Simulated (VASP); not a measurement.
P, 4 atoms in the cell. The cell holds a slab with vacuum, 4 atoms: a = 3.284 Å, b = 34.875 Å, c = 4.437 Å, α = 90.00°, β = 90.00°, γ = 90.00°.  This cell differs from its parent crystal: atom 1 (P) moved +0.240 Å along Cartesian [1 1 0].

| Property | Result |
| --- | --- |
| Program | VASP 6.6.1 |
| Task | single point |
| Functional | PBEsol |
| Potentials or basis | VASP PAW PBE potentials, release 64 (P) |
| Cutoff | 520 eV |
| k mesh | 8 × 1 × 6 |
| Occupations | gaussian, width 0.05 eV |
| Spin | no spin polarisation |
| Dipole correction | no |
| Further INCAR settings | ALGO = Normal; EDIFF = 1e-06; NBANDS = 18 |

Potentials or basis: VASP PAW PBE potentials, release 64 (P).

Launch:

```sh
$ cat potpaw_PBE.64/P/POTCAR > POTCAR
$ mpirun -np 1 vasp_std > vasp.out
```

Hardware: 1 thread of AMD EPYC 9R45 96-Core Processor (Zen 5) (shared host).

Task: How long does it take, and how much memory?

Result: Run time: 3.2 min on 1 thread of AMD EPYC 9R45 96-Core Processor (Zen 5), on a shared host, peak memory 0.55 GiB. Counts: scf iterations 22, k points 26.
